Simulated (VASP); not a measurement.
Here is a VASP 6.6.1 calculation.

INCAR

```
  PREC = Accurate
  ENCUT = 520
  EDIFF = 1E-6
  ISMEAR = -1
  SIGMA = 0.05
  LREAL = False
  LASPH = True
  NELM = 100
  ALGO = Fast
  ISIF = 2
  LWAVE = False
  LCHARG = False
  GGA = PE
  NBANDS = 21
```

KPOINTS

```
Automatic mesh
0
Gamma
  9 9 5
```

Contents of POSCAR:

```
Pb
1.0
    3.4566435916      0.0000000000      0.0000000000
   -1.7283217958      2.9935411621      0.0000000000
    0.0000000000      0.0000000000      5.5524820910
Pb
2
Direct
    0.6666666667      0.3333333333      0.7500000000
    0.3333333333      0.6666666667      0.2500000000
```

Potentials or basis: VASP PAW PBE potentials, release 64 (Pb_d).

The run is started by

```bash
$ cat potpaw_PBE.64/Pb_d/POTCAR > POTCAR
$ mpirun -np 1 vasp_std > vasp.out
```

(1) What does it give for the band gap on the k mesh?

(2) Predict the pressure.

Results:

(1) zero (bands 14 and 15 overlap by 7.95 eV).

(2) 5.3 GPa.

Caveat: the cell stands under pressure; spin-orbit coupling is left out, which moves the levels of the heavy elements.
